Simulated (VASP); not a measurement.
Wanted: the native input for a VASP 6.6.1 run.

| Property | Result |
| --- | --- |
| Task | electric field gradients |
| Functional | r2SCAN |
| Potentials or basis | VASP PAW PBE potentials, release 64 (Zr_sv) |
| Cutoff | 520 eV |
| k mesh | 13 × 13 × 13 |
| Occupations | fermi-dirac, width 0.05 eV |
| Spin | no spin polarisation |
| Dipole correction | no |
| Further INCAR settings | ALGO = Normal; EDIFF = 1e-08; NBANDS = 12 |

Zr:

```
Zr
1.0
    -1.82597    1.82597    1.82597
     1.82597   -1.82597    1.82597
     1.82597    1.82597   -1.82597
Zr
1
Direct
  0.00000 0.00000 0.00000
```

This cell differs from its parent crystal: volume scaled by 1.06.

The input as run:

POSCAR

```
Zr
1.0
   -1.8259708404      1.8259708404      1.8259708404
    1.8259708404     -1.8259708404      1.8259708404
    1.8259708404      1.8259708404     -1.8259708404
Zr
1
Direct
    0.0000000000      0.0000000000      0.0000000000
```

INCAR.step1

```
ALGO = Normal ; EDIFF = 1E-4
ENCUT = 520 ; GGA = PE
ISMEAR = -1 ; LASPH = True
LCHARG = False ; LREAL = False
LWAVE = True ; NBANDS = 12
NELM = 60 ; PREC = Accurate
SIGMA = 0.05
```

INCAR.step2

```
ALGO = Normal ; EDIFF = 1E-8
ENCUT = 520 ; ISIF = 2
ISMEAR = -1 ; ISTART = 1
LASPH = True ; LCHARG = False
LEFG = True ; LMIXTAU = True
LREAL = False ; LWAVE = False
METAGGA = R2SCAN ; NBANDS = 12
NELM = 60 ; PREC = Accurate
SIGMA = 0.05
```

KPOINTS

```
k-points
0
Gamma
  13 13 13
```

Potentials or basis: VASP PAW PBE potentials, release 64 (Zr_sv).

Launch:

```console
$ cat potpaw_PBE.64/Zr_sv/POTCAR > POTCAR
$ cp INCAR.step1 INCAR
$ mpirun -np 1 vasp_std > vasp.out
$ cp INCAR.step2 INCAR
$ mpirun -np 1 vasp_std > vasp.out
```

Results of the run:

```json
{
 "Pressure": "-4.8 GPa",
 "Band gap on the k mesh": "zero (band 6 reaches 9.53 eV, above the bottom of band 7 at 7.72 eV)"
}
```

Caveat: without QUAD_EFG the Cq values of the log hold for a quadrupole moment of 1 mb, not for the nuclei; the PAW data sets were made with another functional, which shifts forces and pressure a little.

Wall time 2.2 min on 1 thread of Intel Xeon 8259CL, with other jobs on the host, peak memory 0.16 GiB.
